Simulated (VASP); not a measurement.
A run of VASP 6.6.1 is set up as follows.

INCAR

```
  ALGO = Normal
  EDIFF = 1E-7
  ENCUT = 520
  ISIF = 2
  ISMEAR = -1
  LASPH = True
  LCHARG = False
  LREAL = False
  LWAVE = False
  NBANDS = 18
  NELM = 60
  PREC = Accurate
  SIGMA = 0.1
```

Contents of KPOINTS:

```
k-points
0
Gamma
  13 13 7
```

File POSCAR:

```
Cu
1.0
    2.5674442057      0.0000000000      0.0000000000
   -1.2837215963      2.2234715223      0.0000000000
    0.0000000000      0.0000000000      4.1666899825
Cu
2
Direct
    0.3333333333      0.6666666667      0.2500000000
    0.6666666667      0.3333333333      0.7500000000
```

Potentials or basis: VASP PAW LDA potentials, release 64 (Cu).

The run is started by

```sh
$ cat potpaw_LDA.64/Cu/POTCAR > POTCAR
$ mpirun -np 1 vasp_std > vasp.out
```

**Question.** Estimate the pressure.

**Answer.** -12.5 GPa.

**Question.** Estimate the band gap on the k mesh.

**Answer.** Zero (band 11 reaches 10.24 eV, above the bottom of band 12 at 5.34 eV).

Stress tensor (GPa, compression positive):
```
-13.52   0.00   0.00
  0.00 -13.52   0.00
  0.00   0.00 -10.42
```
